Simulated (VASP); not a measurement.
# SbMo (CsCl type) (Pm-3m) in VASP: further runs

Runs on SbMo (CsCl type). Level: LDA. Tasks: single point.

Everything below comes from runs of VASP 6.6.1. Logs are shortened: lines on timing, memory, paths and dates and some standing lists are left out, and cuts for length are marked.

### 1 The cell of the first run

It takes space group Pm-3m (No. 221, cubic). Conventional cell: a = 3.150 Å, b = 3.150 Å, c = 3.150 Å, α = 90.00°, β = 90.00°, γ = 90.00°. Mo (site symmetry m-3m) has 8 Sb at 2.73 Å and 6 Mo at 3.15 Å within 3.6 Å. Sb (site symmetry m-3m) has 8 Mo at 2.73 Å and 6 Sb at 3.15 Å within 3.6 Å.

### 2 Single point, LDA (15.63 Å³/atom)

Contents of INCAR:

```
ALGO = Normal
EDIFF = 1E-6
ENCUT = 520
GGA = CA
ISIF = 2
ISMEAR = -1
LASPH = True
LCHARG = True
LELF = True
LREAL = False
LVHAR = True
LWAVE = False
NBANDS = 16
NELM = 80
PREC = Accurate
SIGMA = 0.08
```

Contents of KPOINTS:

```
k-points
0
Gamma
  13 13 13
```

Contents of POSCAR:

```
SbMo
1.0
    3.1502345696      0.0000000000      0.0000000000
    0.0000000000      3.1502345696      0.0000000000
    0.0000000000      0.0000000000      3.1502345696
Mo Sb
1 1
Direct
    0.0000000000      0.0000000000      0.0000000000
    0.5000000000      0.5000000000      0.5000000000
```

Potentials or basis: VASP PAW LDA potentials, release 64 (Mo_sv, Sb).

The run is started by

```console
$ cat potpaw_LDA.64/Mo_sv/POTCAR potpaw_LDA.64/Sb/POTCAR > POTCAR
$ mpirun -np 1 vasp_std > vasp.out
```

OUTCAR:

```text
EDIFF = 1E-6
   ENCUT = 520
   GGA = CA
   ISIF = 2
   ISMEAR = -1
   LASPH = True
   LREAL = False
   NELM = 80
   PREC = Accurate

 ion  position               nearest neighbor table
   1  0.000  0.000  0.000-   2 2.73   2 2.73   2 2.73   2 2.73   2 2.73   2 2.73   2 2.73   2 2.73

   2  0.500  0.500  0.500-   1 2.73   1 2.73   1 2.73   1 2.73   1 2.73   1 2.73   1 2.73   1 2.73

  LATTYP: Found a simple cubic cell.
 ALAT       =     3.1502345696

  Lattice vectors:

 A1 = (   3.1502345696,   0.0000000000,   0.0000000000)
 A2 = (   0.0000000000,   3.1502345696,   0.0000000000)
 A3 = (   0.0000000000,   0.0000000000,   3.1502345696)

Analysis of symmetry for initial positions (statically):
=====================================================================
 Subroutine PRICEL returns:
 Original cell was already a primitive cell.

 Routine SETGRP: Setting up the symmetry group for a
 simple cubic supercell.

 Subroutine GETGRP returns: Found 48 space group operations
 (whereof 48 operations were pure point group operations)
 out of a pool of 48 trial point group operations.

The static configuration has the point symmetry O_h .

Analysis of symmetry for dynamics (positions and initial velocities):
=====================================================================
 Subroutine PRICEL returns:
 Original cell was already a primitive cell.

 Routine SETGRP: Setting up the symmetry group for a
 simple cubic supercell.

 Subroutine GETGRP returns: Found 48 space group operations
 (whereof 48 operations were pure point group operations)
 out of a pool of 48 trial point group operations.

The dynamic configuration has the point symmetry O_h .

 Subroutine INISYM returns: Found 48 space group operations
 (whereof 48 operations are pure point group operations),
 and found     1 'primitive' translations

----------------------------------------------------------------------------------------

                                     Primitive cell

  volume of cell :      31.2629

  direct lattice vectors                    reciprocal lattice vectors
     3.150234570  0.000000000  0.000000000     0.317436679  0.000000000  0.000000000
     0.000000000  3.150234570  0.000000000     0.000000000  0.317436679  0.000000000
     0.000000000  0.000000000  3.150234570     0.000000000  0.000000000  0.317436679

  length of vectors
     3.150234570  3.150234570  3.150234570     0.317436679  0.317436679  0.317436679

[... 79 lines left out ...]
   NELM   =     80;   NELMIN=  2; NELMDL= -5     # of ELM steps
   EDIFF  = 0.1E-05   stopping-criterion for ELM
   LREAL  =      F    real-space projection
   EDIFFG = 0.1E-04   stopping-criterion for IOM
   NSW    =      0    number of steps for IOM
   IBRION =     -1    ionic relax: 0-MD 1-quasi-New 2-CG
   NFREE  =      0    steps in history (QN), initial steepest desc. (CG)
   ISIF   =      2    stress and relaxation
   ISYM   =      2    0-nonsym 1-usesym 2-fastsym
   POTIM  = 0.5000    time-step for ionic-motion
   TEBEG  =    0.0;   TEEND  =   0.0 temperature during run
   PSTRESS=    0.0 pullay stress
   NELECT =      19.0000    total number of electrons
   NUPDOWN=      -1.0000    fix difference up-down
   EMIN   =  10.00;   EMAX   =-10.00  energy-range for DOS
   EFERMI =   0.00;   METHOD = LEGACY
   ISMEAR =    -1;   SIGMA  =   0.08  broadening in eV -4-tet -1-fermi 0-gaus
   EFERMI_NEDOS =   21; number of points for ismear=-14 and -15
   IALGO  =     38    algorithm
   IMIX   =      4    mixing-type and parameters
     AMIX     =   0.40;   BMIX     =  1.00
     AMIX_MAG =   1.60;   BMIX_MAG =  1.00
  volume/ion in A,a.u.               =      15.63       105.49
  Fermi-wavevector in a.u.,A,eV,Ry     =   1.386702  2.620487 26.163220  1.922942
  Thomas-Fermi vector in A             =   2.510993
   LORBIT       =      0    0 simple, 1 ext, 2 COOP (PROOUT), +10 PAW based schemes
   GGA     = CA    functional components
   LHFCALC =     F    Hartree Fock is set to
   AEXX    =    0.0000 exact exchange contribution
   IVDW    =     0    specifies the selected vdW correction
   LEPSILON=     F    determine dielectric tensor
   LRPA    =     F    only Hartree local field effects (RPA)
 non-spin polarized calculation
  energy-cutoff  :      520.00
  volume of cell :       31.26
 maximum number of plane-waves:       864
 NGX is ok and might be reduce to    24
   NGX = 11   NGY = 11   NGZ = 11

 number of electron      19.0000003 magnetization

 Free energy of the ion-electron system (eV)
  ---------------------------------------------------
  ext. energy  EPLUGINS =         0.00000000
  ---------------------------------------------------
  free energy    TOTEN  =       -16.30579549 eV

  energy without entropy =      -16.27419070  energy(sigma->0) =      -16.28999310

 E-fermi :  14.5331     XC(G=0): -13.2172

 val. band max:       14.5038702101   @ k =   0.4615   0.2308   0.0769
 cond. band min:      14.5422587532   @ k =   0.2308   0.1538   0.0769
 fundamental gap:      0.0383885431
 Fermi energy:        14.5331303237

 k-point     1 :       0.0000    0.0000    0.0000
  band No.  band energies     occupation
      1     -45.6354      2.00000
      2     -19.8967      2.00000
      3     -19.8967      2.00000
      4     -19.8967      2.00000
      5       0.5434      2.00000
      6      11.1220      2.00000
[... 433 lines left out ...]
      3     -20.0731      2.00000
      4     -19.8473      2.00000
      5       3.6112      2.00000
      6       8.5983      2.00000
[... 8 lines left out ...]
     15      23.8362      0.00000
     16      26.3728      0.00000

 [... further k-points ...]

------------------------ aborting loop because EDIFF is reached ----------------------------------------

  FORCE on cell =-STRESS in cart. coord.  units (eV):
  Direction    XX          YY          ZZ          XY          YZ          ZX
  --------------------------------------------------------------------------------------
  -------------------------------------------------------------------------------------
  Total        5.1400977      5.1400977      5.1400977      0.0000000      0.0000000     -0.0000000
  in kB      263.4227467    263.4227467    263.4227467      0.0000000      0.0000000     -0.0000000
  external PRESSURE =     263.4227467 kB  Pullay stress =       0.0000000 kB

 VOLUME and BASIS-vectors are now :
 -----------------------------------------------------------------------------
  energy-cutoff  :      520.00
  volume of cell :       31.26
      direct lattice vectors                 reciprocal lattice vectors
     3.150234570  0.000000000  0.000000000     0.317436679  0.000000000  0.000000000
     0.000000000  3.150234570  0.000000000     0.000000000  0.317436679  0.000000000
     0.000000000  0.000000000  3.150234570     0.000000000  0.000000000  0.317436679

 POSITION                                       TOTAL-FORCE (eV/Angst)
 -----------------------------------------------------------------------------------
      0.00000      0.00000      0.00000         0.000000      0.000000      0.000000
      1.57512      1.57512      1.57512         0.000000      0.000000      0.000000
 -----------------------------------------------------------------------------------
    total drift:                               -0.000000      0.000000      0.000000

  FREE ENERGIE OF THE ION-ELECTRON SYSTEM (eV)
  ---------------------------------------------------
  free  energy   TOTEN  =       -16.3057954915 eV

  energy  without entropy=      -16.2741907040  energy(sigma->0) =      -16.28999310
```

Wall time 19 s (1 thread of Intel Xeon Platinum 8259CL at 2.50GHz (Skylake/Cascade Lake), shared host); peak memory 0.16 GiB.

Results:

```yaml
Free_energy: -16.3058 eV
Pressure: 26.3 GPa
Band_gap_on_the_k_mesh: zero (an odd number of electrons rules out a gap without spin polarisation)
```

Caveat: the cell stands under pressure; spin-orbit coupling is left out, which moves the levels of the heavy elements.

### 3 Single point, LDA (15.63 Å³/atom)

Contents of INCAR:

```
SYSTEM = SbMo
ALGO = Normal ; EDIFF = 1E-7
ENCUT = 520 ; GGA = CA
ISIF = 2 ; ISMEAR = -1
LASPH = .True. ; LCHARG = .True.
LELF = .True. ; LREAL = .False.
LVHAR = .True. ; LWAVE = .False.
NBANDS = 16 ; NELM = 100
PREC = Accurate ; SIGMA = 0.08
```

Contents of KPOINTS:

```
k-points
0
Gamma
  13 13 13
  0 0 0
```

POSCAR is that of step 2.

Potentials or basis: VASP PAW LDA potentials, release 64 (Mo_sv, Sb).

The run is started by

```console
$ cat potpaw_LDA.64/Mo_sv/POTCAR potpaw_LDA.64/Sb/POTCAR > POTCAR
$ mpirun -np 1 vasp_std > vasp.out
```

OUTCAR:

```text
SYSTEM = SbMo
   EDIFF = 1E-7
   ENCUT = 520
   GGA = CA
   ISIF = 2
   ISMEAR = -1
   LASPH = .True.
   LREAL = .False.
   NELM = 100
   PREC = Accurate

 ion  position               nearest neighbor table
   1  0.000  0.000  0.000-   2 2.73   2 2.73   2 2.73   2 2.73   2 2.73   2 2.73   2 2.73   2 2.73

   2  0.500  0.500  0.500-   1 2.73   1 2.73   1 2.73   1 2.73   1 2.73   1 2.73   1 2.73   1 2.73

  LATTYP: Found a simple cubic cell.
 ALAT       =     3.1502345696

  Lattice vectors:

 A1 = (   3.1502345696,   0.0000000000,   0.0000000000)
 A2 = (   0.0000000000,   3.1502345696,   0.0000000000)
 A3 = (   0.0000000000,   0.0000000000,   3.1502345696)

Analysis of symmetry for initial positions (statically):
=====================================================================
 Subroutine PRICEL returns:
 Original cell was already a primitive cell.

 Routine SETGRP: Setting up the symmetry group for a
 simple cubic supercell.

 Subroutine GETGRP returns: Found 48 space group operations
 (whereof 48 operations were pure point group operations)
 out of a pool of 48 trial point group operations.

The static configuration has the point symmetry O_h .
[... 160 lines left out ...]

 E-fermi :  14.5333     XC(G=0): -13.2172

 val. band max:       14.5040881114   @ k =   0.4615   0.2308   0.0769
 cond. band min:      14.5424574389   @ k =   0.2308   0.1538   0.0769
 fundamental gap:      0.0383693276
 Fermi energy:        14.5333187743

 k-point     1 :       0.0000    0.0000    0.0000
  band No.  band energies     occupation
      1     -45.6354      2.00000
      2     -19.8965      2.00000
      3     -19.8965      2.00000
      4     -19.8965      2.00000
      5       0.5432      2.00000
      6      11.1223      2.00000
[... 433 lines left out ...]
      3     -20.0729      2.00000
      4     -19.8471      2.00000
      5       3.6109      2.00000
      6       8.5983      2.00000
[... 8 lines left out ...]
     15      23.8361      0.00000
     16      26.3728      0.00000

 [... further k-points ...]

------------------------ aborting loop because EDIFF is reached ----------------------------------------

  FORCE on cell =-STRESS in cart. coord.  units (eV):
  Direction    XX          YY          ZZ          XY          YZ          ZX
  --------------------------------------------------------------------------------------
  -------------------------------------------------------------------------------------
  Total        5.1432819      5.1432819      5.1432819     -0.0000000     -0.0000000      0.0000000
  in kB      263.5859327    263.5859327    263.5859327     -0.0000000     -0.0000000      0.0000000
  external PRESSURE =     263.5859327 kB  Pullay stress =       0.0000000 kB

 VOLUME and BASIS-vectors are now :
 -----------------------------------------------------------------------------
  energy-cutoff  :      520.00
  volume of cell :       31.26
      direct lattice vectors                 reciprocal lattice vectors
     3.150234570  0.000000000  0.000000000     0.317436679  0.000000000  0.000000000
     0.000000000  3.150234570  0.000000000     0.000000000  0.317436679  0.000000000
     0.000000000  0.000000000  3.150234570     0.000000000  0.000000000  0.317436679

 POSITION                                       TOTAL-FORCE (eV/Angst)
 -----------------------------------------------------------------------------------
      0.00000      0.00000      0.00000         0.000000      0.000000      0.000000
      1.57512      1.57512      1.57512         0.000000      0.000000      0.000000
 -----------------------------------------------------------------------------------
    total drift:                               -0.000000      0.000000      0.000000

  FREE ENERGIE OF THE ION-ELECTRON SYSTEM (eV)
  ---------------------------------------------------
  free  energy   TOTEN  =       -16.3057953038 eV

  energy  without entropy=      -16.2741907401  energy(sigma->0) =      -16.28999302
```

OSZICAR:

```text
N       E                     dE             d eps       ncg     rms          rms(c)
DAV:   1     0.138919358272E+03    0.13892E+03   -0.90064E+03  2688   0.110E+03
DAV:   2    -0.140406034944E+02   -0.15296E+03   -0.14969E+03  3520   0.321E+02
DAV:   3    -0.167423965871E+02   -0.27018E+01   -0.26927E+01  2968   0.453E+01
DAV:   4    -0.167638032838E+02   -0.21407E-01   -0.21405E-01  3464   0.476E+00
DAV:   5    -0.167643005101E+02   -0.49723E-03   -0.49722E-03  3152   0.641E-01    0.180E+01
DAV:   6    -0.163697161632E+02    0.39458E+00   -0.16060E+00  2824   0.105E+01    0.563E+00
DAV:   7    -0.163222788136E+02    0.47437E-01   -0.79559E-02  2728   0.226E+00    0.359E+00
DAV:   8    -0.163060798845E+02    0.16199E-01   -0.25619E-02  3352   0.115E+00    0.181E-01
DAV:   9    -0.163058921176E+02    0.18777E-03   -0.40782E-04  2840   0.183E-01    0.617E-02
DAV:  10    -0.163057963979E+02    0.95720E-04   -0.79799E-05  3320   0.969E-02    0.201E-02
DAV:  11    -0.163057954943E+02    0.90359E-06   -0.32020E-06  3504   0.166E-02    0.297E-03
DAV:  12    -0.163057953051E+02    0.18922E-06   -0.49463E-07  2992   0.443E-03    0.390E-04
DAV:  13    -0.163057953038E+02    0.12465E-08   -0.17366E-08  1840   0.112E-03
   1 F= -.16305795E+02 E0= -.16289993E+02  d E =-.316046E-01
```

It took 18 s on 1 thread of Intel Xeon Platinum 8259CL at 2.50GHz (Skylake/Cascade Lake), shared host; peak memory 0.16 GiB.

Results:

```
Free energy            : -16.3058 eV
Pressure               : 26.4 GPa
Band gap on the k mesh : zero (an odd number of electrons rules out a gap without spin polarisation)
```

Levels at points of the mesh, in eV from the Fermi level:
| k point | band 7 | band 8 | band 9 | band 10 | band 11 | band 12 |
| --- | --- | --- | --- | --- | --- | --- |
| (0.00, 0.00, 0.00) | -3.41 | 0.91 | 0.91 | 0.91 | 1.36 | 1.36 |

Caveat: the cell stands under pressure; spin-orbit coupling is left out, which moves the levels of the heavy elements.
